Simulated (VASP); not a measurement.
Wanted: the native input for a VASP 6.6.1 run.

* Task: single point
* Functional: LDA
* Potentials or basis: VASP PAW LDA potentials, release 64 (Cu)
* Cutoff: 520 eV
* k mesh: 10 × 10 × 6
* Occupations: gaussian, width 0.05 eV
* Spin: no spin polarisation
* Dipole correction: no
* Further INCAR settings: ALGO = Normal; EDIFF = 1e-06; NBANDS = 18

The structure of Cu lies in POSCAR:

```
Cu
1.0
    2.5340966698      0.0000000000      0.0000000000
   -1.2670483349      2.1945920917      0.0000000000
    0.0000000000      0.0000000000      4.1125710000
Cu
2
Direct
    0.6666666667      0.3333333333      0.7500000000
    0.3333333333      0.6666666667      0.2500000000
```

One way to write it, as run:

INCAR

```
  ALGO = Normal
  EDIFF = 1E-6
  ENCUT = 520
  GGA = CA
  ISIF = 2
  ISMEAR = 0
  LASPH = T
  LCHARG = F
  LREAL = F
  LWAVE = F
  NBANDS = 18
  NELM = 80
  PREC = Accurate
  SIGMA = 0.05
```

KPOINTS

```
k-points
0
Gamma
  10 10 6
```

Potentials or basis: VASP PAW LDA potentials, release 64 (Cu).

Launch:

```bash
$ cat potpaw_LDA.64/Cu/POTCAR > POTCAR
$ mpirun -np 1 vasp_std > vasp.out
```

Results of the run:

| Item | Value |
| --- | --- |
| Pressure | -7.0 GPa |
| Band gap on the k mesh | zero (band 11 reaches 10.86 eV, above the bottom of band 12 at 5.72 eV) |

Run time: 11 s on 1 thread of Intel(R) Xeon(R) Platinum 8488C (Sapphire Rapids) (shared host), peak memory 0.13 GiB.
